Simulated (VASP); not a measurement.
# ZnS (P1) in VASP: a series of runs, part 2 of 2

VASP 6.6.1. The steps go on from the part before.

## Step 3: Single point, r2SCAN (atom 1 (Zn) moved by (-0.450, +0.000) A along x and z)

The input, POSCAR:

```
ZnS
1.0
    3.8067217473      0.0000000000      0.0000000000
   -1.9033608736      3.2967177383      0.0000000000
    0.0000000000      0.0000000000      6.2457351521
Zn S
2 2
Direct
    0.2151213836      0.6666666667      0.0053880710
    0.6666666667      0.3333333333      0.5053880710
    0.3333333333      0.6666666667      0.3796119290
    0.6666666667      0.3333333333      0.8796119290
```

The input, INCAR.step1:

```
PREC = Accurate ; ENCUT = 520
ISMEAR = 0 ; SIGMA = 0.05
LREAL = F ; LASPH = T
NELM = 60 ; NBANDS = 26
GGA = PE ; ALGO = Normal
EDIFF = 1E-4 ; LWAVE = T
LCHARG = F
```

The input, INCAR.step2:

```
PREC = Accurate ; ENCUT = 520
EDIFF = 1E-6 ; ISMEAR = 0
SIGMA = 0.05 ; LREAL = F
LASPH = T ; NELM = 60
ALGO = Normal ; ISIF = 2
LWAVE = F ; LCHARG = T
METAGGA = R2SCAN ; LMIXTAU = T
LELF = T ; LVHAR = T
NBANDS = 26 ; ISTART = 1
```

The input, KPOINTS:

```
Automatic mesh
0
Gamma
  6 6 4
```

Potentials or basis: VASP PAW PBE potentials, release 64 (Zn, S).

Run with:

```
cat potpaw_PBE.64/Zn/POTCAR potpaw_PBE.64/S/POTCAR > POTCAR
cp INCAR.step1 INCAR
mpirun -np 1 vasp_std > vasp.out
cp INCAR.step2 INCAR
mpirun -np 1 vasp_std > vasp.out
```

OUTCAR:

```text
PREC = Accurate
   ENCUT = 520
   EDIFF = 1E-6
   ISMEAR = 0
   LREAL = F
   LASPH = T
   NELM = 60
   ISIF = 2
   METAGGA = R2SCAN
   ISTART = 1

 ion  position               nearest neighbor table
   1  0.215  0.667  0.005-   4 1.98   4 2.38   3 2.38   4 2.71
   2  0.667  0.333  0.505-   3 2.33   3 2.33   3 2.33   4 2.34
   3  0.333  0.667  0.380-   2 2.33   2 2.33   2 2.33   1 2.38
   4  0.667  0.333  0.880-   1 1.98   2 2.34   1 2.38   1 2.71

  LATTYP: Found a hexagonal cell.
[... 895 lines left out ...]
  Direction    XX          YY          ZZ          XY          YZ          ZX
  --------------------------------------------------------------------------------------
  -------------------------------------------------------------------------------------
  Total        3.5293058      1.7540510      0.6668490      3.0763438      1.7361903      2.2663660
  in kB       72.1412073     35.8538950     13.6308078     62.8823827     35.4888114     46.3259321
  external PRESSURE =      40.5419700 kB  Pullay stress =       0.0000000 kB

 VOLUME and BASIS-vectors are now :
 -----------------------------------------------------------------------------
  energy-cutoff  :      520.00
  volume of cell :       78.38
      direct lattice vectors                 reciprocal lattice vectors
     3.806721747  0.000000000  0.000000000     0.262693222  0.151666002  0.000000000
    -1.903360874  3.296717738  0.000000000     0.000000000  0.303332005  0.000000000
     0.000000000  0.000000000  6.245735152     0.000000000  0.000000000  0.160109255

 POSITION                                       TOTAL-FORCE (eV/Angst)
 -----------------------------------------------------------------------------------
     -0.45000      2.19781      0.03365         3.584245      2.172390      1.620103
      1.90336      1.09891      3.15652         0.067936     -0.012278      0.022309
     -0.00000      2.19781      2.37096        -0.177548      0.059925     -0.214665
      1.90336      1.09891      5.49382        -3.474633     -2.220037     -1.427746
 -----------------------------------------------------------------------------------
    total drift:                               -0.000727     -0.024029      0.012733

  FREE ENERGIE OF THE ION-ELECTRON SYSTEM (eV)
  ---------------------------------------------------
  free  energy   TOTEN  =       -37.0185689407 eV

  energy  without entropy=      -37.0185689407  energy(sigma->0) =      -37.01856894
```

OSZICAR.step1:

```text
N       E                     dE             d eps       ncg     rms          rms(c)
DAV:   1     0.247058982134E+03    0.24706E+03   -0.17074E+04  3960   0.168E+03
DAV:   2     0.112219186153E+02   -0.23584E+03   -0.22546E+03  4060   0.351E+02
DAV:   3    -0.133563086413E+02   -0.24578E+02   -0.24332E+02  4788   0.113E+02
DAV:   4    -0.139513970832E+02   -0.59509E+00   -0.59388E+00  4564   0.177E+01
DAV:   5    -0.139605655074E+02   -0.91684E-02   -0.91657E-02  4888   0.217E+00    0.111E+01
DAV:   6    -0.129844804744E+02    0.97609E+00   -0.18477E+00  5666   0.409E+01    0.831E+00
DAV:   7    -0.129809799247E+02    0.35005E-02   -0.15357E+00  4222   0.744E+00    0.368E+00
DAV:   8    -0.129708593266E+02    0.10121E-01   -0.51912E-02  4704   0.309E+00    0.119E+00
DAV:   9    -0.129710487255E+02   -0.18940E-03   -0.13217E-02  4852   0.178E+00    0.283E-01
DAV:  10    -0.129711937273E+02   -0.14500E-03   -0.10260E-03  4690   0.721E-01    0.118E-01
DAV:  11    -0.129713702973E+02   -0.17657E-03   -0.27730E-04  4068   0.287E-01    0.474E-02
DAV:  12    -0.129714254245E+02   -0.55127E-04   -0.91078E-05  2990   0.129E-01
   1 F= -.12971425E+02 E0= -.12971425E+02  d E =-.105064E-17
```

Run time: 3.1 min. Hardware: 1 thread of Intel Xeon 6975P-C (Granite Rapids), shared host; peak memory 0.28 GiB.

What came out:

* Free energy: -37.0186 eV
* Pressure: 4.1 GPa
* Largest force: 4.493 eV/Å
* Band gap on the k mesh: 2.71 eV

Forces in eV/Å, atoms in the order of the input:
```
Zn   3.584  2.172  1.620
Zn   0.068 -0.012  0.022
S   -0.178  0.060 -0.215
S   -3.475 -2.220 -1.428
```

Caveat: the cell differs from its parent crystal (atom 1 (Zn) moved by (-0.450, +0.000) A along x and z); the stress differs along the axes, from 1 to 7 GPa; the PAW data sets were made with another functional, which shifts forces and pressure a little.

## Step 4: Single point, r2SCAN (atom 1 (Zn) moved by (-0.450, +0.450) A along x and z)

Changes to POSCAR since step 3:

```diff
@@ -8,3 +8,3 @@
 Direct
-    0.2151213836      0.6666666667      0.0053880710
+    0.2151213836      0.6666666667      0.0774372356
     0.6666666667      0.3333333333      0.5053880710
```

The input, INCAR.step1:

```
SYSTEM = ZnS
  PREC = Accurate
  ENCUT = 520
  ISMEAR = 0
  SIGMA = 0.05
  LREAL = .False.
  LASPH = .True.
  NELM = 80
  NBANDS = 26
  GGA = PE
  ALGO = Normal
  EDIFF = 1E-4
  LWAVE = .True.
  LCHARG = .False.
```

The input, INCAR.step2:

```
SYSTEM = ZnS
  PREC = Accurate
  ENCUT = 520
  EDIFF = 1E-7
  ISMEAR = 0
  SIGMA = 0.05
  LREAL = .False.
  LASPH = .True.
  NELM = 80
  ALGO = Normal
  ISIF = 2
  LWAVE = .False.
  LCHARG = .False.
  METAGGA = R2SCAN
  LMIXTAU = .True.
  NBANDS = 26
  ISTART = 1
```

The input, KPOINTS:

```
Automatic mesh
0
Gamma
  6 6 4
  0 0 0
```

Run with:

```
cat potpaw_PBE.64/Zn/POTCAR potpaw_PBE.64/S/POTCAR > POTCAR
cp INCAR.step1 INCAR
mpirun -np 1 vasp_std > vasp.out
cp INCAR.step2 INCAR
mpirun -np 1 vasp_std > vasp.out
```

Wall time 5.1 min (1 thread of Intel Xeon 6975P-C (Granite Rapids), shared host); peak memory 0.28 GiB.

Results (log left out):

```yaml
Free_energy: -36.3724 eV
Pressure: 6.3 GPa
Largest_force: 6.303 eV/Å
Band_gap_on_the_k_mesh: 1.87 eV
```

Forces in eV/Å, atoms in the order of the input:
```
Zn  -0.199  0.510 -6.279
Zn   0.113 -0.023  1.001
S    0.999  0.109  4.978
S   -0.914 -0.596  0.300
```

Stress tensor (GPa, compression positive):
```
 2.35  0.40  5.48
 0.40 -0.43  1.33
 5.48  1.33 16.97
```

Levels at points of the mesh, in eV from the valence-band top:
```
           k point  band 16  band 17  band 18  band 19  band 20  band 21
(0.00, 0.00, 0.00)    -1.19    -0.28     0.00     1.87     3.48     5.76
(0.50, 0.00, 0.00)    -3.19    -2.86    -0.69     3.09     4.44     5.05
(0.00, 0.50, 0.00)    -3.13    -2.77    -0.70     2.86     4.25     4.68
(0.50, 0.50, 0.00)    -3.22    -2.43    -0.84     3.01     4.14     4.26
(0.00, 0.00, 0.50)    -1.87    -0.64    -0.03     2.82     4.53     5.65
(0.50, 0.00, 0.50)    -2.84    -2.04    -1.04     2.67     3.30     4.76
(0.00, 0.50, 0.50)    -2.93    -2.04    -0.95     2.62     3.37     4.70
(0.50, 0.50, 0.50)    -2.56    -1.98    -1.24     2.55     3.28     4.78
```

Caveat: the cell differs from its parent crystal (atom 1 (Zn) moved by (-0.450, +0.450) A along x and z); the stress differs along the axes, from -0 to 17 GPa; the PAW data sets were made with another functional, which shifts forces and pressure a little.

## Step 5: The runs side by side

| cell | gap on the mesh (eV) | pressure (GPa) | largest force (eV/Å) |
| --- | --- | --- | --- |
| as given, atomic positions A | 2.29 | 9.2 | 8.67 |
| as given, atomic positions B | 2.71 | 4.1 | 4.49 |
| as given, atomic positions C | 1.87 | 6.3 | 6.30 |

Alike in all rows: task single point; level r2SCAN; potentials or basis VASP PAW PBE potentials, release 64 (Zn, S); no spin polarisation; k mesh 6 × 6 × 4; cutoff (eV) 520; smearing gaussian 0.05 eV.

Caveats: the PAW data sets were made with another functional, which shifts forces and pressure a little; the stress differs along the axes, from 0 to 17 GPa (at least some runs); the stress differs along the axes, from 1 to 7 GPa (at least some runs); the stress differs along the axes, from -0 to 17 GPa (at least some runs).

Absolute energies hang on the potentials; compare differences alone.
